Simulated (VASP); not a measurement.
# Cu (Fm-3m) in VASP: notebook

Runs on Cu. Level: PBE. Tasks: single point.

All numbers are computed with VASP 6.6.1; they aren't measurements. Logs are shortened: lines on timing, memory, paths and dates and some standing lists are left out, and cuts for length are marked.

## 1. The cell of the first run

Symmetry: Fm-3m, No. 225, cubic system. The conventional cell has a = 3.615 Å, b = 3.615 Å, c = 3.615 Å, α = 90.00°, β = 90.00°, γ = 90.00°. Cu (site symmetry m-3m) has 12 Cu at 2.56 Å within 3.4 Å.

## 2. Single point, PBE

File INCAR:

```
SYSTEM = Cu
ALGO = Normal
EDIFF = 1E-6
ENCUT = 600
GGA = PE
GGA_COMPAT = .FALSE.
ISIF = 2
ISMEAR = 1
LASPH = .TRUE.
LCHARG = .FALSE.
LREAL = .FALSE.
LWAVE = .FALSE.
NBANDS = 12
NELM = 120
PREC = Accurate
SIGMA = 0.25
```

File KPOINTS:

```
k-points
0
G
  13 13 13
  0 0 0
```

File POSCAR:

```
Cu
1.0
    0.0000000000      1.8075000000      1.8075000000
    1.8075000000      0.0000000000      1.8075000000
    1.8075000000      1.8075000000      0.0000000000
Cu
1
Direct
    0.0000000000      0.0000000000      0.0000000000
```

Potentials or basis: VASP PAW PBE potentials, release 64 (Cu).

Launch:

```console
cat potpaw_PBE.64/Cu/POTCAR > POTCAR
mpirun -np 1 vasp_std > vasp.out
```

OUTCAR:

```text
SYSTEM = Cu
   EDIFF = 1E-6
   ENCUT = 600
   GGA = PE
   ISIF = 2
   ISMEAR = 1
   LASPH = .TRUE.
   LREAL = .FALSE.
   NELM = 120
   PREC = Accurate

 ion  position               nearest neighbor table
   1  0.000  0.000  0.000-

  LATTYP: Found a face centered cubic cell.
 ALAT       =     3.6150000000

  Lattice vectors:

 A1 = (   0.0000000000,   1.8075000000,   1.8075000000)
 A2 = (   1.8075000000,   0.0000000000,   1.8075000000)
 A3 = (   1.8075000000,   1.8075000000,   0.0000000000)

Analysis of symmetry for initial positions (statically):
=====================================================================
 Subroutine PRICEL returns:
 Original cell was already a primitive cell.

 Routine SETGRP: Setting up the symmetry group for a
 face centered cubic supercell.

 Subroutine GETGRP returns: Found 48 space group operations
 (whereof 48 operations were pure point group operations)
 out of a pool of 48 trial point group operations.

The static configuration has the point symmetry O_h .

Analysis of symmetry for dynamics (positions and initial velocities):
=====================================================================
 Subroutine PRICEL returns:
 Original cell was already a primitive cell.

 Routine SETGRP: Setting up the symmetry group for a
 face centered cubic supercell.

 Subroutine GETGRP returns: Found 48 space group operations
 (whereof 48 operations were pure point group operations)
 out of a pool of 48 trial point group operations.

The dynamic configuration has the point symmetry O_h .

 Subroutine INISYM returns: Found 48 space group operations
 (whereof 48 operations are pure point group operations),
 and found     1 'primitive' translations

----------------------------------------------------------------------------------------

                                     Primitive cell

  volume of cell :      11.8104

  direct lattice vectors                    reciprocal lattice vectors
     0.000000000  1.807500000  1.807500000    -0.276625173  0.276625173  0.276625173
     1.807500000  0.000000000  1.807500000     0.276625173 -0.276625173  0.276625173
     1.807500000  1.807500000  0.000000000     0.276625173  0.276625173 -0.276625173

  length of vectors
     2.556191014  2.556191014  2.556191014     0.479128854  0.479128854  0.479128854

  position of ions in fractional coordinates (direct lattice)
     0.000000000  0.000000000  0.000000000

  ion indices of the primitive-cell ions
   primitive index   ion index
                 1           1

----------------------------------------------------------------------------------------

 KPOINTS: k-points

Automatic generation of k-mesh.
 Grid dimensions read from file:
 generate k-points for:   13   13   13

 Generating k-lattice:

  Cartesian coordinates                     Fractional coordinates (reciprocal lattice)
    -0.021278859  0.021278859  0.021278859     0.076923077  0.000000000  0.000000000
     0.021278859 -0.021278859  0.021278859     0.000000000  0.076923077  0.000000000
     0.021278859  0.021278859 -0.021278859     0.000000000  0.000000000  0.076923077

  Length of vectors
     0.036856066  0.036856066  0.036856066

  Shift w.r.t. Gamma in fractional coordinates (k-lattice)
     0.000000000  0.000000000  0.000000000

 Subroutine IBZKPT returns following result:
 ===========================================

 Found     84 irreducible k-points:

 Following reciprocal coordinates:
            Coordinates               Weight
  0.000000  0.000000  0.000000      1.000000
  0.076923  0.000000  0.000000      8.000000
  0.153846  0.000000  0.000000      8.000000
  0.230769  0.000000  0.000000      8.000000
  0.307692  0.000000  0.000000      8.000000
  0.384615  0.000000  0.000000      8.000000
[... 16 lines left out ...]
  0.384615  0.153846  0.000000     24.000000
  0.461538  0.153846  0.000000     24.000000
 [... further k-points ...]
   k-points           NKPTS =     84   k-points in BZ     NKDIM =     84   number of bands    NBANDS=     12
   number of dos      NEDOS =    301   number of ions     NIONS =      1
   total plane-waves  NPLWV =   8000
   dimension x,y,z NGX =    20 NGY =   20 NGZ =   20
   dimension x,y,z NGXF=    40 NGYF=   40 NGZF=   40
   ions per type =               1
   NGX,Y,Z   is equivalent  to a cutoff of  13.01, 13.01, 13.01 a.u.
   NGXF,Y,Z  is equivalent  to a cutoff of  26.01, 26.01, 26.01 a.u.
 SYSTEM =  Cu
   PREC   = accura    normal or accurate (medium, high low for compatibility)
   ISTART =      0    job   : 0-new  1-cont  2-samecut
   ICHARG =      2    charge: 1-file 2-atom 10-const
   ISPIN  =      1    spin polarized calculation?
   LNONCOLLINEAR =      F non collinear calculations
   LSORBIT =      F    spin-orbit coupling
   LASPH  =      T    aspherical Exc in radial PAW
   ENCUT  =  600.0 eV  44.10 Ry    6.64 a.u.   5.11  5.11  5.11*2*pi/ulx,y,z
   NELM   =    120;   NELMIN=  2; NELMDL= -5     # of ELM steps
   EDIFF  = 0.1E-05   stopping-criterion for ELM
   LREAL  =      F    real-space projection
   EDIFFG = 0.1E-04   stopping-criterion for IOM
   NSW    =      0    number of steps for IOM
   IBRION =     -1    ionic relax: 0-MD 1-quasi-New 2-CG
   NFREE  =      0    steps in history (QN), initial steepest desc. (CG)
   ISIF   =      2    stress and relaxation
   ISYM   =      2    0-nonsym 1-usesym 2-fastsym
   POTIM  = 0.5000    time-step for ionic-motion
   TEBEG  =    0.0;   TEEND  =   0.0 temperature during run
   PSTRESS=    0.0 pullay stress
   NELECT =      11.0000    total number of electrons
   NUPDOWN=      -1.0000    fix difference up-down
   EMIN   =  10.00;   EMAX   =-10.00  energy-range for DOS
   EFERMI =   0.00;   METHOD = LEGACY
   ISMEAR =     1;   SIGMA  =   0.25  broadening in eV -4-tet -1-fermi 0-gaus
   EFERMI_NEDOS =   21; number of points for ismear=-14 and -15
   IALGO  =     38    algorithm
   IMIX   =      4    mixing-type and parameters
     AMIX     =   0.40;   BMIX     =  1.00
     AMIX_MAG =   1.60;   BMIX_MAG =  1.00
  volume/ion in A,a.u.               =      11.81        79.70
  Fermi-wavevector in a.u.,A,eV,Ry     =   1.598763  3.021224 34.777078  2.556043
  Thomas-Fermi vector in A             =   2.696162
   LORBIT       =      0    0 simple, 1 ext, 2 COOP (PROOUT), +10 PAW based schemes
   GGA     = PE    functional components
   LHFCALC =     F    Hartree Fock is set to
   AEXX    =    0.0000 exact exchange contribution
   IVDW    =     0    specifies the selected vdW correction
   LEPSILON=     F    determine dielectric tensor
   LRPA    =     F    only Hartree local field effects (RPA)
 non-spin polarized calculation
 Methfessel and Paxton  Order N= 1 SIGMA  =   0.25
  energy-cutoff  :      600.00
  volume of cell :       11.81
 maximum number of plane-waves:       411
   NGX = 11   NGY = 11   NGZ = 11

 number of electron      11.0000001 magnetization

 Free energy of the ion-electron system (eV)
  ---------------------------------------------------
  ext. energy  EPLUGINS =         0.00000000
  ---------------------------------------------------
  free energy    TOTEN  =        -3.72709193 eV

  energy without entropy =       -3.72678401  energy(sigma->0) =       -3.72698929

 E-fermi :   7.7506     XC(G=0): -12.7265

 val. band max:        7.5714431911   @ k =   0.4615   0.2308   0.0000
 cond. band min:       7.7777358905   @ k =   0.4615   0.3077   0.0000
 fundamental gap:      0.2062926994
 Fermi energy:         7.7505641005

 k-point     1 :       0.0000    0.0000    0.0000
  band No.  band energies     occupation
      1      -1.7661      2.00000
      2       4.5527      2.00000
      3       4.5527      2.00000
      4       4.5527      2.00000
      5       5.3742      2.00000
      6       5.3742      2.00000
      7      30.1793      0.00000
      8      32.8235      0.00000
      9      32.8235      0.00000
     10      32.8235      0.00000
     11      35.3139      0.00000
     12      35.3139      0.00000

 k-point     2 :       0.0769    0.0000    0.0000
  band No.  band energies     occupation
      1      -1.5509      2.00000
      2       4.5078      2.00000
      3       4.5925      2.00000
      4       4.5925      2.00000
      5       5.3590      2.00000
      6       5.3590      2.00000
      7      28.7438      0.00000
      8      31.1142      0.00000
      9      32.2075      0.00000
     10      32.2075      0.00000
     11      36.2297      0.00000
     12      36.2297      0.00000

 k-point     3 :       0.1538    0.0000    0.0000
  band No.  band energies     occupation
      1      -0.9199      2.00000
      2       4.3982      2.00000
      3       4.6785      2.00000
      4       4.6785      2.00000
      5       5.3449      2.00000
      6       5.3449      2.00000
      7      24.8948      0.00000
      8      30.6749      0.00000
      9      31.2885      0.00000
     10      31.2885      0.00000
     11      37.1665      0.00000
     12      37.6552      0.00000
[... 286 lines left out ...]
 k-point    23 :       0.3846    0.1538    0.0000
  band No.  band energies     occupation
      1       2.1471      2.00000
      2       4.0334      2.00000
      3       4.5019      2.00000
      4       4.9029      2.00000
      5       5.8664      2.00000
      6       6.1587      2.00000
      7      16.7601      0.00000
      8      25.5965      0.00000
      9      25.8406      0.00000
     10      28.1541      0.00000
     11      37.0280      0.00000
     12      38.4942      0.00000

 k-point    24 :       0.4615    0.1538    0.0000
  band No.  band energies     occupation
      1       2.7608      2.00000
      2       4.1979      2.00000
      3       4.5640      2.00000
      4       4.8278      2.00000
      5       5.9587      2.00000
      6       7.2499      2.01585
      7      13.6617      0.00000
      8      24.4473      0.00000
      9      25.7801      0.00000
     10      27.9920      0.00000
     11      37.7277      0.00000
     12      37.8347      0.00000

 [... further k-points ...]
[... 5 lines left out ...]
  --------------------------------------------------------------------------------------
  -------------------------------------------------------------------------------------
  Total        0.1646681      0.1646681      0.1646681      0.0000000      0.0000000      0.0000000
  in kB       22.3385548     22.3385548     22.3385548      0.0000000      0.0000000      0.0000000
  external PRESSURE =      22.3385548 kB  Pullay stress =       0.0000000 kB

 VOLUME and BASIS-vectors are now :
 -----------------------------------------------------------------------------
  energy-cutoff  :      600.00
  volume of cell :       11.81
      direct lattice vectors                 reciprocal lattice vectors
     0.000000000  1.807500000  1.807500000    -0.276625173  0.276625173  0.276625173
     1.807500000  0.000000000  1.807500000     0.276625173 -0.276625173  0.276625173
     1.807500000  1.807500000  0.000000000     0.276625173  0.276625173 -0.276625173

 POSITION                                       TOTAL-FORCE (eV/Angst)
 -----------------------------------------------------------------------------------
      0.00000      0.00000      0.00000         0.000000      0.000000      0.000000
 -----------------------------------------------------------------------------------
    total drift:                               -0.000000     -0.000000     -0.000000

  FREE ENERGIE OF THE ION-ELECTRON SYSTEM (eV)
  ---------------------------------------------------
  free  energy   TOTEN  =        -3.7270919262 eV

  energy  without entropy=       -3.7267840120  energy(sigma->0) =       -3.72698929
```

Wall time 7.8 s (1 thread of AMD EPYC 9R45 (Zen 5), shared host); peak memory 0.1 GiB.

What came out:

| Item | Value |
| --- | --- |
| Free energy | -3.7271 eV |
| Pressure | 2.2 GPa |
| Band gap on the k mesh | zero (an odd number of electrons rules out a gap without spin polarisation) |

Levels at points of the mesh, in eV from the Fermi level:
| k point | band 3 | band 4 | band 5 | band 6 | band 7 | band 8 | band 9 | band 10 |
| --- | --- | --- | --- | --- | --- | --- | --- | --- |
| (0.00, 0.00, 0.00) | -3.20 | -3.20 | -2.38 | -2.38 | 22.43 | 25.07 | 25.07 | 25.07 |

## 3. Single point, PBE

File INCAR:

```
SYSTEM = Cu
PREC = Accurate
ENCUT = 600
EDIFF = 1E-6
ISMEAR = 1
SIGMA = 0.15
LREAL = .FALSE.
LASPH = .TRUE.
NELM = 120
ALGO = Normal
ISIF = 2
LWAVE = .FALSE.
LCHARG = .FALSE.
GGA = PE
NBANDS = 12
GGA_COMPAT = .FALSE.
```

File KPOINTS:

```
regular mesh
0
G
  13 13 13
  0 0 0
```

POSCAR is that of step 2.

Potentials or basis: VASP PAW PBE potentials, release 64 (Cu).

Launch:

```console
cat potpaw_PBE.64/Cu/POTCAR > POTCAR
mpirun -np 1 vasp_std > vasp.out
```

OUTCAR:

```text
SYSTEM = Cu
   PREC = Accurate
   ENCUT = 600
   EDIFF = 1E-6
   ISMEAR = 1
   LREAL = .FALSE.
   LASPH = .TRUE.
   NELM = 120
   ISIF = 2
   GGA = PE

 ion  position               nearest neighbor table
   1  0.000  0.000  0.000-

  LATTYP: Found a face centered cubic cell.
 ALAT       =     3.6150000000

  Lattice vectors:

 A1 = (   0.0000000000,   1.8075000000,   1.8075000000)
 A2 = (   1.8075000000,   0.0000000000,   1.8075000000)
 A3 = (   1.8075000000,   1.8075000000,   0.0000000000)

Analysis of symmetry for initial positions (statically):
=====================================================================
 Subroutine PRICEL returns:
 Original cell was already a primitive cell.

 Routine SETGRP: Setting up the symmetry group for a
 face centered cubic supercell.

 Subroutine GETGRP returns: Found 48 space group operations
 (whereof 48 operations were pure point group operations)
 out of a pool of 48 trial point group operations.

The static configuration has the point symmetry O_h .

Analysis of symmetry for dynamics (positions and initial velocities):
=====================================================================
 Subroutine PRICEL returns:
[... 160 lines left out ...]
 Fermi energy:         7.7859825581

 k-point     1 :       0.0000    0.0000    0.0000
  band No.  band energies     occupation
      1      -1.7660      2.00000
      2       4.5527      2.00000
      3       4.5527      2.00000
      4       4.5527      2.00000
      5       5.3742      2.00000
      6       5.3742      2.00000
      7      30.1794      0.00000
      8      32.8235      0.00000
      9      32.8235      0.00000
     10      32.8235      0.00000
     11      35.3139      0.00000
     12      35.3139      0.00000
[... 331 lines left out ...]
 k-point    24 :       0.4615    0.1538    0.0000
  band No.  band energies     occupation
      1       2.7608      2.00000
      2       4.1979      2.00000
      3       4.5641      2.00000
      4       4.8278      2.00000
      5       5.9587      2.00000
      6       7.2499      2.00001
      7      13.6618      0.00000
      8      24.4474      0.00000
      9      25.7802      0.00000
     10      27.9921      0.00000
     11      37.7278      0.00000
     12      37.8347      0.00000

 [... further k-points ...]
[... 5 lines left out ...]
  --------------------------------------------------------------------------------------
  -------------------------------------------------------------------------------------
  Total        0.1670223      0.1670223      0.1670223     -0.0000000     -0.0000000     -0.0000000
  in kB       22.6579279     22.6579279     22.6579279     -0.0000000     -0.0000000     -0.0000000
  external PRESSURE =      22.6579279 kB  Pullay stress =       0.0000000 kB

 VOLUME and BASIS-vectors are now :
 -----------------------------------------------------------------------------
  energy-cutoff  :      600.00
  volume of cell :       11.81
      direct lattice vectors                 reciprocal lattice vectors
     0.000000000  1.807500000  1.807500000    -0.276625173  0.276625173  0.276625173
     1.807500000  0.000000000  1.807500000     0.276625173 -0.276625173  0.276625173
     1.807500000  1.807500000  0.000000000     0.276625173  0.276625173 -0.276625173

 POSITION                                       TOTAL-FORCE (eV/Angst)
 -----------------------------------------------------------------------------------
      0.00000      0.00000      0.00000         0.000000      0.000000      0.000000
 -----------------------------------------------------------------------------------
    total drift:                               -0.000000     -0.000000     -0.000000

  FREE ENERGIE OF THE ION-ELECTRON SYSTEM (eV)
  ---------------------------------------------------
  free  energy   TOTEN  =        -3.7269991672 eV

  energy  without entropy=       -3.7269775063  energy(sigma->0) =       -3.72699195
```

OSZICAR:

```text
N       E                     dE             d eps       ncg     rms          rms(c)
DAV:   1     0.431499937562E+02    0.43150E+02   -0.58823E+03  2288   0.171E+03
DAV:   2    -0.324652677773E+01   -0.46397E+02   -0.42873E+02  2076   0.211E+02
DAV:   3    -0.462446945777E+01   -0.13779E+01   -0.13696E+01  2424   0.417E+01
DAV:   4    -0.463294736497E+01   -0.84779E-02   -0.84769E-02  2296   0.288E+00
DAV:   5    -0.463302227769E+01   -0.74913E-04   -0.74912E-04  2428   0.278E-01    0.770E+00
DAV:   6    -0.410818592057E+01    0.52484E+00   -0.14603E+01  2396   0.733E+01    0.392E+00
DAV:   7    -0.373947046561E+01    0.36872E+00   -0.22932E+00  2432   0.290E+01    0.572E-01
DAV:   8    -0.372869900890E+01    0.10771E-01   -0.46072E-03  2380   0.109E+00    0.311E-01
DAV:   9    -0.372699834117E+01    0.17007E-02   -0.10473E-02  2504   0.181E+00    0.287E-02
DAV:  10    -0.372700012441E+01   -0.17832E-05   -0.38691E-05  2980   0.103E-01    0.738E-03
DAV:  11    -0.372699916721E+01    0.95720E-06   -0.50376E-07  1728   0.129E-02
   1 F= -.37269992E+01 E0= -.37269919E+01  d E =-.216609E-04
```

stdout:

```text
POSCAR found type information on POSCAR Cu
 POSCAR found :  1 types and       1 ions
 scaLAPACK will be used
 LDA part: xc-table for (Slater+PW92), standard interpolation
 POSCAR, INCAR and KPOINTS ok, starting setup
 FFT: planning ... GRIDC
 FFT: planning ... GRID_SOFT
 FFT: planning ... GRID
 WAVECAR not read
 entering main loop
```

It took 7.7 s on 1 thread of AMD EPYC 9R45 (Zen 5), shared host; peak memory 0.1 GiB.

Results:

```yaml
Free_energy: -3.7270 eV
Pressure: 2.3 GPa
Band_gap_on_the_k_mesh: zero (an odd number of electrons rules out a gap without spin polarisation)
```
